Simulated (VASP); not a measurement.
Wanted: the native input for a VASP 6.6.1 run.

```yaml
Task: single point
Functional: PBE
Potentials_or_basis: VASP PAW PBE potentials, release 64 (Cl, Li_sv)
Cutoff: 520 eV
k_mesh: 9 × 9 × 9
Occupations: fermi-dirac, width 0.05 eV
Spin: no spin polarisation
Dipole_correction: no
Further_INCAR_settings: ALGO = Normal; EDIFF = 1e-06; NBANDS = 12
```

The structure of LiCl lies in POSCAR:

```
LiCl
1.0
    0.0000000000      2.5752650532      2.5752650532
    2.5752650532      0.0000000000      2.5752650532
    2.5752650532      2.5752650532      0.0000000000
Cl Li
1 1
Direct
    0.5000000000      0.5000000000      0.5000000000
    0.0000000000      0.0000000000      0.0000000000
```

These files were run (other wordings do the same):

INCAR

```
SYSTEM = LiCl
PREC = Accurate
ENCUT = 520
EDIFF = 1E-6
ISMEAR = -1
SIGMA = 0.05
LREAL = .False.
LASPH = .True.
NELM = 60
ALGO = Normal
ISIF = 2
LWAVE = .False.
LCHARG = .False.
GGA = PE
NBANDS = 12
```

KPOINTS

```
regular mesh
0
Gamma
  9 9 9
  0 0 0
```

Potentials or basis: VASP PAW PBE potentials, release 64 (Cl, Li_sv).

The run is started by

```console
$ cat potpaw_PBE.64/Cl/POTCAR potpaw_PBE.64/Li_sv/POTCAR > POTCAR
$ mpirun -np 1 vasp_std > vasp.out
```

Results of the run:

| Quantity | Value |
| --- | --- |
| Band gap on the k mesh | 6.27 eV, direct |

Wall time 10 s on 1 thread of AMD EPYC 7R13 Processor (Zen 3) (shared host), peak memory 0.12 GiB.
